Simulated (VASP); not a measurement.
Runs of VASP 6.6.1 on TePt. The structure is that of space group P6_3/mmc (No. 194), or close to it. The cells are those of the table. 

```tsv
task	cell	cutoff (eV)	gap on the mesh (eV)	pressure (GPa)
relaxation of shape and atoms at fixed volume	relaxed from a = 4.099, b = 4.099, c = 5.474 Å, angles 90.0, 90.0, 120.0°, 4 atoms	600	none	15.5
single point	a = 4.250, b = 4.250, c = 5.642 Å, angles 90.0, 90.0, 120.0°, 4 atoms	520	none	-1.0
single point	a = 4.384, b = 4.384, c = 5.785 Å, angles 90.0, 90.0, 120.0°, 4 atoms	520	none	-9.7
single point	a = 4.284, b = 4.284, c = 5.675 Å, angles 90.0, 90.0, 120.0°, 4 atoms	520	none	-3.6
single point	a = 4.325, b = 4.325, c = 5.729 Å, angles 90.0, 90.0, 120.0°, 4 atoms	520	none	(a)
```

Alike in all rows: level r2SCAN; potentials or basis VASP PAW PBE potentials, release 64 (Te, Pt); no spin polarisation; k mesh 12 × 12 × 8; smearing gaussian 0.1 eV.

Q: Fill in the values left out.

A: (a) -6.5.

Caveats: the PAW data sets were made with another functional, which shifts forces and pressure a little; spin-orbit coupling is left out, which moves the levels of the heavy elements; the cell stands under tension (at least some runs).

A k mesh can miss the band edges, and the runs leave out spin-orbit coupling on Pt, Te.

A gap of «none» marks levels without a gap at the run's occupations.
